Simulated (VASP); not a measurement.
Write the native input for VASP 6.6.1 that does the following.

| Item | Value |
| --- | --- |
| Task | single point |
| Functional | r2SCAN |
| Potentials or basis | VASP PAW PBE potentials, release 64 (Mg, O) |
| Cutoff | 520 eV |
| k mesh | 10 × 10 × 10 |
| Occupations | gaussian, width 0.02 eV |
| Spin | no spin polarisation |
| Dipole correction | no |
| Further INCAR settings | ALGO = Normal; EDIFF = 1e-06; NBANDS = 11 |

MgO:

```
CELL_PARAMETERS angstrom
0.00000 2.17003 2.17003
2.17003 0.00000 2.17003
2.17003 2.17003 0.00000
ATOMIC_POSITIONS crystal
Mg 0.00000 0.00000 0.00000
O 0.50000 0.50000 0.50000
```

This cell differs from its parent crystal: volume scaled by 1.10.

These files were run (other wordings do the same):

POSCAR

```
MgO
1.0
    0.0000000000      2.1700266214      2.1700266214
    2.1700266214      0.0000000000      2.1700266214
    2.1700266214      2.1700266214      0.0000000000
Mg O
1 1
Direct
    0.0000000000      0.0000000000      0.0000000000
    0.5000000000      0.5000000000      0.5000000000
```

INCAR.step1

```
SYSTEM = MgO
  PREC = Accurate
  ENCUT = 520
  ISMEAR = 0
  SIGMA = 0.02
  LREAL = .False.
  LASPH = .True.
  NELM = 80
  NBANDS = 11
  GGA = PE
  ALGO = Normal
  EDIFF = 1E-4
  LWAVE = .True.
  LCHARG = .False.
```

INCAR.step2

```
SYSTEM = MgO
  PREC = Accurate
  ENCUT = 520
  EDIFF = 1E-6
  ISMEAR = 0
  SIGMA = 0.02
  LREAL = .False.
  LASPH = .True.
  NELM = 80
  ALGO = Normal
  ISIF = 2
  LWAVE = .False.
  LCHARG = .False.
  METAGGA = R2SCAN
  LMIXTAU = .True.
  NBANDS = 11
  ISTART = 1
```

KPOINTS

```
regular mesh
0
Gamma
  10 10 10
  0 0 0
```

Potentials or basis: VASP PAW PBE potentials, release 64 (Mg, O).

Launch:

```bash
$ cat potpaw_PBE.64/Mg/POTCAR potpaw_PBE.64/O/POTCAR > POTCAR
$ cp INCAR.step1 INCAR
$ mpirun -np 1 vasp_std > vasp.out
$ cp INCAR.step2 INCAR
$ mpirun -np 1 vasp_std > vasp.out
```

It gave:

* Pressure: -14.1 GPa
* Band gap on the k mesh: 4.74 eV, direct

Caveat: the PAW data sets were made with another functional, which shifts forces and pressure a little.

Run time: 60 s on 1 thread of AMD EPYC 7R13 (shared host), peak memory 0.12 GiB.
